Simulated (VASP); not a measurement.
Input of a VASP 6.6.1 run:

File INCAR:

```
SYSTEM = KCl
ALGO = Normal
EDIFF = 1E-6
ENCUT = 500
GGA = PE
GGA_COMPAT = .FALSE.
ISIF = 2
ISMEAR = 0
LASPH = .TRUE.
LCHARG = .TRUE.
LELF = .TRUE.
LREAL = .FALSE.
LVHAR = .TRUE.
LWAVE = .FALSE.
NBANDS = 15
NELM = 120
PREC = Accurate
SIGMA = 0.1
```

KPOINTS

```
k-points
0
G
  6 6 6
  0 0 0
```

The input POSCAR:

```
KCl
1.0
    0.0000000000      3.2201785899      3.2201785899
    3.2201785899      0.0000000000      3.2201785899
    3.2201785899      3.2201785899      0.0000000000
K Cl
1 1
Direct
    0.0000000000      0.0000000000      0.0000000000
    0.5000000000      0.5000000000      0.5000000000
```

Potentials or basis: VASP PAW PBE potentials, release 64 (K_sv, Cl).

Run with:

```console
$ cat potpaw_PBE.64/K_sv/POTCAR potpaw_PBE.64/Cl/POTCAR > POTCAR
$ mpirun -np 1 vasp_std > vasp.out
```

Problem. Estimate the band gap on the k mesh.

Solution. 4.96 eV, direct.

Problem. What does it give for the pressure?

Solution. -0.4 GPa.

Caveat: the cell differs from its parent crystal (Cs replaced by K, lengths x 0.929, strained).
